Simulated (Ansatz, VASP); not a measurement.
One calculation of CsAg2, two programs

```
Cs Ag
1.0
     4.85023    0.00000    0.00000
    -2.42512    4.20042    0.00000
     0.00000    0.00000    5.46185
Cs Ag
1 2
Cartesian
  0.0000 0.0000 2.7309
  0.0000 2.8003 5.4619
  2.4251 1.4001 -0.0001
```

Alike in both runs: functional PBE; k mesh 12 × 12 × 8; occupations gaussian, width 0.1 eV; no spin polarisation.

Ansatz relaxed the structure, and its values are those at the end. VASP's run is a single point on that final structure, the one shown.

```csv
,VASP,Ansatz
version,VASP 6.6.1,Ansatz 0.2.0
potentials or method,"VASP PAW PBE potentials, release 64 (Cs_sv, Ag), cutoff 520 eV","scalar-relativistic, plane waves, PAW"
valence electrons in the cell,31,47
```

```tsv
	VASP	Ansatz	Ansatz less VASP
gap on the k mesh at the Fermi level (eV)	none	none	-
pressure (GPa)	0.0	0.0	0.00
```

A gap of «none» marks a metal or a gap that the smearing closes. VASP's potentials hold 31 valence electrons a cell and Ansatz's 47, so a difference there can come from the potentials and not from the codes.

Neither program's run includes spin-orbit coupling.
